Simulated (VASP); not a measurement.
# Pb (I4/mmm) in VASP: further runs, part 2 of 2

VASP 6.6.1.

## (4) Single point, PBEsol

This run uses another cell than the first one, of the same volume but with other edges.

Contents of INCAR:

```
SYSTEM = Pb
PREC = Accurate ; ENCUT = 520
EDIFF = 1E-7 ; ISMEAR = 0
SIGMA = 0.15 ; LREAL = .FALSE.
LASPH = .TRUE. ; NELM = 80
ALGO = Fast ; ISIF = 2
LWAVE = .FALSE. ; LCHARG = .FALSE.
GGA = PS ; NBANDS = 13
```

Contents of KPOINTS:

```
Automatic mesh
0
G
  18 18 18
  0 0 0
```

Contents of POSCAR:

```
Pb
1.0
    0.0000000000      2.3241707841      2.7890049410
    2.3241707841      0.0000000000      2.7890049410
    2.3241707841      2.3241707841      0.0000000000
Pb
1
Direct
    0.0000000000      0.0000000000      0.0000000000
```

Potentials or basis: VASP PAW PBE potentials, release 64 (Pb_d).

On the command line:

```console
> cat potpaw_PBE.64/Pb_d/POTCAR > POTCAR
> mpirun -np 1 vasp_std > vasp.out
```

OUTCAR:

```text
SYSTEM = Pb
   PREC = Accurate
   ENCUT = 520
   EDIFF = 1E-7
   ISMEAR = 0
   LREAL = .FALSE.
   LASPH = .TRUE.
   NELM = 80
   ISIF = 2
   GGA = PS

 ion  position               nearest neighbor table
   1  0.000  0.000  0.000-

  LATTYP: Found a body centered tetragonal cell.
 ALAT       =     3.2868738441
 C/A-ratio  =     1.6970562749

  Lattice vectors:

 A1 = (  -2.3241707841,   0.0000000000,   2.7890049410)
 A2 = (   2.3241707841,   0.0000000000,   2.7890049410)
 A3 = (   0.0000000000,   2.3241707841,  -2.7890049410)

Analysis of symmetry for initial positions (statically):
=====================================================================
 Subroutine PRICEL returns:
 Original cell was already a primitive cell.

 Routine SETGRP: Setting up the symmetry group for a
 body centered tetragonal supercell.

 Subroutine GETGRP returns: Found 16 space group operations
 (whereof 16 operations were pure point group operations)
 out of a pool of 16 trial point group operations.

The static configuration has the point symmetry D_4h.

Analysis of symmetry for dynamics (positions and initial velocities):
=====================================================================
 Subroutine PRICEL returns:
 Original cell was already a primitive cell.

 Routine SETGRP: Setting up the symmetry group for a
 body centered tetragonal supercell.

 Subroutine GETGRP returns: Found 16 space group operations
 (whereof 16 operations were pure point group operations)
 out of a pool of 16 trial point group operations.

The dynamic configuration has the point symmetry D_4h.

 Subroutine INISYM returns: Found 16 space group operations
 (whereof 16 operations are pure point group operations),
 and found     1 'primitive' translations

----------------------------------------------------------------------------------------

                                     Primitive cell

  volume of cell :      30.1311

  direct lattice vectors                    reciprocal lattice vectors
     0.000000000  2.324170784  2.789004941    -0.215130490  0.215130490  0.179275408
     2.324170784  0.000000000  2.789004941     0.215130490 -0.215130490  0.179275408
     2.324170784  2.324170784  0.000000000     0.215130490  0.215130490 -0.179275408

  length of vectors
     3.630470823  3.630470823  3.286873844     0.353131601  0.353131601  0.353131601

  position of ions in fractional coordinates (direct lattice)
     0.000000000  0.000000000  0.000000000

  ion indices of the primitive-cell ions
   primitive index   ion index
                 1           1

----------------------------------------------------------------------------------------

 KPOINTS: Automatic mesh

Automatic generation of k-mesh.
 Grid dimensions read from file:
 generate k-points for:   18   18   18

 Generating k-lattice:

  Cartesian coordinates                     Fractional coordinates (reciprocal lattice)
    -0.011951694  0.011951694  0.009959745     0.055555556  0.000000000  0.000000000
     0.011951694 -0.011951694  0.009959745     0.000000000  0.055555556  0.000000000
     0.011951694  0.011951694 -0.009959745     0.000000000  0.000000000  0.055555556

  Length of vectors
     0.019618422  0.019618422  0.019618422

  Shift w.r.t. Gamma in fractional coordinates (k-lattice)
     0.000000000  0.000000000  0.000000000

 Subroutine IBZKPT returns following result:
 ===========================================

 Found    480 irreducible k-points:

 Following reciprocal coordinates:
            Coordinates               Weight
  0.000000  0.000000  0.000000      1.000000
  0.055556 -0.000000  0.000000      8.000000
  0.111111 -0.000000  0.000000      8.000000
  0.166667 -0.000000  0.000000      8.000000
  0.222222  0.000000  0.000000      8.000000
  0.277778 -0.000000  0.000000      8.000000
[... 16 lines left out ...]
 -0.277778  0.055556  0.000000      8.000000
 -0.222222  0.055556  0.000000      8.000000
 [... further k-points ...]
   k-points           NKPTS =    480   k-points in BZ     NKDIM =    480   number of bands    NBANDS=     13
   number of dos      NEDOS =    301   number of ions     NIONS =      1
   total plane-waves  NPLWV =  18816
   dimension x,y,z NGX =    28 NGY =   28 NGZ =   24
   dimension x,y,z NGXF=    56 NGYF=   56 NGZF=   48
   ions per type =               1
   NGX,Y,Z   is equivalent  to a cutoff of  12.82, 12.82, 12.14 a.u.
   NGXF,Y,Z  is equivalent  to a cutoff of  25.64, 25.64, 24.28 a.u.
 SYSTEM =  Pb
   PREC   = accura    normal or accurate (medium, high low for compatibility)
   ISTART =      0    job   : 0-new  1-cont  2-samecut
   ICHARG =      2    charge: 1-file 2-atom 10-const
   ISPIN  =      1    spin polarized calculation?
   LNONCOLLINEAR =      F non collinear calculations
   LSORBIT =      F    spin-orbit coupling
   LASPH  =      T    aspherical Exc in radial PAW
   ENCUT  =  520.0 eV  38.22 Ry    6.18 a.u.   6.75  6.75  6.11*2*pi/ulx,y,z
   NELM   =     80;   NELMIN=  2; NELMDL= -5     # of ELM steps
   EDIFF  = 0.1E-06   stopping-criterion for ELM
   LREAL  =      F    real-space projection
   EDIFFG = 0.1E-05   stopping-criterion for IOM
   NSW    =      0    number of steps for IOM
   IBRION =     -1    ionic relax: 0-MD 1-quasi-New 2-CG
   NFREE  =      0    steps in history (QN), initial steepest desc. (CG)
   ISIF   =      2    stress and relaxation
   ISYM   =      2    0-nonsym 1-usesym 2-fastsym
   POTIM  = 0.5000    time-step for ionic-motion
   TEBEG  =    0.0;   TEEND  =   0.0 temperature during run
   PSTRESS=    0.0 pullay stress
   NELECT =      14.0000    total number of electrons
   NUPDOWN=      -1.0000    fix difference up-down
   EMIN   =  10.00;   EMAX   =-10.00  energy-range for DOS
   EFERMI =   0.00;   METHOD = LEGACY
   ISMEAR =     0;   SIGMA  =   0.15  broadening in eV -4-tet -1-fermi 0-gaus
   EFERMI_NEDOS =   21; number of points for ismear=-14 and -15
   IALGO  =     68    algorithm
   IMIX   =      4    mixing-type and parameters
     AMIX     =   0.40;   BMIX     =  1.00
     AMIX_MAG =   1.60;   BMIX_MAG =  1.00
  volume/ion in A,a.u.               =      30.13       203.33
  Fermi-wavevector in a.u.,A,eV,Ry     =   1.267980  2.396135 21.875082  1.607773
  Thomas-Fermi vector in A             =   2.401099
   LORBIT       =      0    0 simple, 1 ext, 2 COOP (PROOUT), +10 PAW based schemes
   GGA     = PS    functional components
   LHFCALC =     F    Hartree Fock is set to
   AEXX    =    0.0000 exact exchange contribution
   IVDW    =     0    specifies the selected vdW correction
   LEPSILON=     F    determine dielectric tensor
   LRPA    =     F    only Hartree local field effects (RPA)
 non-spin polarized calculation
 RMM-DIIS sequential band-by-band and
 Gauss-broadening in eV      SIGMA  =   0.15
  energy-cutoff  :      520.00
  volume of cell :       30.13
 maximum number of plane-waves:       830
   NGX = 13   NGY = 13   NGZ = 13

 number of electron      13.9999999 magnetization

 Free energy of the ion-electron system (eV)
  ---------------------------------------------------
  ext. energy  EPLUGINS =         0.00000000
  ---------------------------------------------------
  free energy    TOTEN  =        -3.96668245 eV

  energy without entropy =       -3.96080383  energy(sigma->0) =       -3.96374314

 E-fermi :   7.1708     XC(G=0): -10.3665

 val. band max:        7.1553273079   @ k =   0.3333   0.0000   0.1667
 cond. band min:       7.1715191152   @ k =   0.3333   0.2222   0.0000
 fundamental gap:      0.0161918074
 Fermi energy:         7.1707677136

 k-point     1 :       0.0000    0.0000    0.0000
  band No.  band energies     occupation
      1     -10.0170      2.00000
      2      -9.8161      2.00000
      3      -9.7439      2.00000
      4      -9.7439      2.00000
      5      -9.5867      2.00000
      6      -4.6649      2.00000
      7      14.2707      0.00000
      8      14.6647      0.00000
      9      14.6647      0.00000
     10      17.2645      0.00000
     11      18.2430      0.00000
     12      18.5209      0.00000
     13      19.7729      0.00000
[... 353 lines left out ...]
 k-point    24 :      -0.2222    0.0556    0.0000
  band No.  band energies     occupation
      1      -9.9266      2.00000
      2      -9.8167      2.00000
      3      -9.7050      2.00000
      4      -9.6742      2.00000
      5      -9.6411      2.00000
      6      -3.3960      2.00000
      7       7.9974      0.00000
      8      11.7258      0.00000
      9      15.0477      0.00000
     10      16.2706      0.00000
     11      17.9583      0.00000
     12      20.1326      0.00000
     13      21.0157      0.00000

 [... further k-points ...]

------------------------ aborting loop because EDIFF is reached ----------------------------------------

  FORCE on cell =-STRESS in cart. coord.  units (eV):
  Direction    XX          YY          ZZ          XY          YZ          ZX
  --------------------------------------------------------------------------------------
  -------------------------------------------------------------------------------------
  Total        0.2603326      0.2603326     -0.4442181      0.0000000      0.0000000     -0.0000000
  in kB       13.8427930     13.8427930    -23.6206279      0.0000000      0.0000000     -0.0000000
  external PRESSURE =       1.3549861 kB  Pullay stress =       0.0000000 kB

 VOLUME and BASIS-vectors are now :
 -----------------------------------------------------------------------------
  energy-cutoff  :      520.00
  volume of cell :       30.13
      direct lattice vectors                 reciprocal lattice vectors
     0.000000000  2.324170784  2.789004941    -0.215130490  0.215130490  0.179275408
     2.324170784  0.000000000  2.789004941     0.215130490 -0.215130490  0.179275408
     2.324170784  2.324170784  0.000000000     0.215130490  0.215130490 -0.179275408

 POSITION                                       TOTAL-FORCE (eV/Angst)
 -----------------------------------------------------------------------------------
      0.00000      0.00000      0.00000         0.000000     -0.000000     -0.000000
 -----------------------------------------------------------------------------------
    total drift:                                0.000000     -0.000000     -0.000000

  FREE ENERGIE OF THE ION-ELECTRON SYSTEM (eV)
  ---------------------------------------------------
  free  energy   TOTEN  =        -3.9666824460 eV

  energy  without entropy=       -3.9608038281  energy(sigma->0) =       -3.96374314
```

OSZICAR:

```text
N       E                     dE             d eps       ncg     rms          rms(c)
DAV:   1     0.107382924922E+03    0.10738E+03   -0.71677E+03 12684   0.126E+03
DAV:   2     0.117404744485E+01   -0.10621E+03   -0.10292E+03 13165   0.313E+02
DAV:   3    -0.386454641397E+01   -0.50386E+01   -0.50169E+01 15570   0.734E+01
DAV:   4    -0.397971416711E+01   -0.11517E+00   -0.11513E+00 15169   0.118E+01
DAV:   5    -0.398471093000E+01   -0.49968E-02   -0.49966E-02 17454   0.228E+00    0.617E-01
RMM:   6    -0.397028561206E+01    0.14425E-01   -0.15206E-02 15000   0.180E+00    0.301E-01
RMM:   7    -0.396671109811E+01    0.35745E-02   -0.93790E-03 14996   0.109E+00    0.933E-02
RMM:   8    -0.396662044123E+01    0.90657E-04   -0.17673E-03 18014   0.630E-01    0.143E-02
RMM:   9    -0.396667203966E+01   -0.51598E-04   -0.54216E-04 18947   0.226E-01    0.137E-02
RMM:  10    -0.396668043052E+01   -0.83909E-05   -0.14089E-04 15999   0.211E-01    0.111E-02
RMM:  11    -0.396667972757E+01    0.70295E-06   -0.65839E-05 17979   0.101E-01    0.245E-03
RMM:  12    -0.396668213059E+01   -0.24030E-05   -0.25391E-05 18799   0.536E-02    0.153E-03
RMM:  13    -0.396668238154E+01   -0.25096E-06   -0.44140E-06 18103   0.200E-02    0.179E-03
RMM:  14    -0.396668244602E+01   -0.64481E-07   -0.44430E-07 12464   0.934E-03
   1 F= -.39666824E+01 E0= -.39637431E+01  d E =-.587862E-02
```

stdout:

```text
POSCAR found type information on POSCAR Pb
 POSCAR found :  1 types and       1 ions
 scaLAPACK will be used
 -----------------------------------------------------------------------------
|                                                                             |
|                                                                             |
|     You enforced a specific xc type in the INCAR file but a different       |
|     I HOPE YOU KNOW WHAT YOU ARE DOING!                                     |
|                                                                             |
 -----------------------------------------------------------------------------

 LDA part: xc-table for (Slater+PW92), standard interpolation
 POSCAR, INCAR and KPOINTS ok, starting setup
 FFT: planning ... GRIDC
 FFT: planning ... GRID_SOFT
 FFT: planning ... GRID
 WAVECAR not read
 entering main loop
WARNING in EDDRMM: call to ZHEGV failed, returncode =   8  4     12
WARNING in EDDRMM: call to ZHEGV failed, returncode =   8  4     12
WARNING in EDDRMM: call to ZHEGV failed, returncode =   6  3     11
WARNING in EDDRMM: call to ZHEGV failed, returncode =   6  3     11
WARNING in EDDRMM: call to ZHEGV failed, returncode =   6  3     12
WARNING in EDDRMM: call to ZHEGV failed, returncode =   8  4     12
WARNING in EDDRMM: call to ZHEGV failed, returncode =   8  4     13
WARNING in EDDRMM: call to ZHEGV failed, returncode =   8  4     13
WARNING in EDDRMM: call to ZHEGV failed, returncode =   6  3     13
```

Wall time 3.3 min (1 thread of Intel Xeon Platinum 8375C at 2.90GHz (Ice Lake), shared host); peak memory 0.29 GiB.

Results:

* Free energy: -3.9667 eV
* Pressure: 0.1 GPa
* Band gap on the k mesh: zero (bands 7 and 8 overlap by 9.28 eV)

Caveat: the PAW data sets were made with another functional, which shifts forces and pressure a little; spin-orbit coupling is left out, which moves the levels of the heavy elements.

## (5) Overview

```tsv
cell	further INCAR settings	gap on the mesh (eV)	pressure (GPa)
a = 3.811, b = 3.811, c = 3.112 Å, angles 65.9, 65.9, 48.2°, 1 atom	ALGO = Fast; EDIFF = 1e-07; NBANDS = 13	none	2.1
a = 3.422, b = 3.422, c = 3.687 Å, angles 57.4, 57.4, 65.2°, 1 atom	ALGO = Fast; EDIFF = 1e-06; NBANDS = 13	none	-0.2
a = 3.630, b = 3.630, c = 3.287 Å, angles 63.1, 63.1, 53.8°, 1 atom	ALGO = Fast; EDIFF = 1e-07; NBANDS = 13	none	0.1
```

Alike in all rows: task single point; level PBEsol; potentials or basis VASP PAW PBE potentials, release 64 (Pb_d); no spin polarisation; k mesh 18 × 18 × 18; cutoff (eV) 520; smearing gaussian 0.15 eV.

Caveats: the PAW data sets were made with another functional, which shifts forces and pressure a little; spin-orbit coupling is left out, which moves the levels of the heavy elements.

Absolute energies hang on the potentials; compare differences alone.
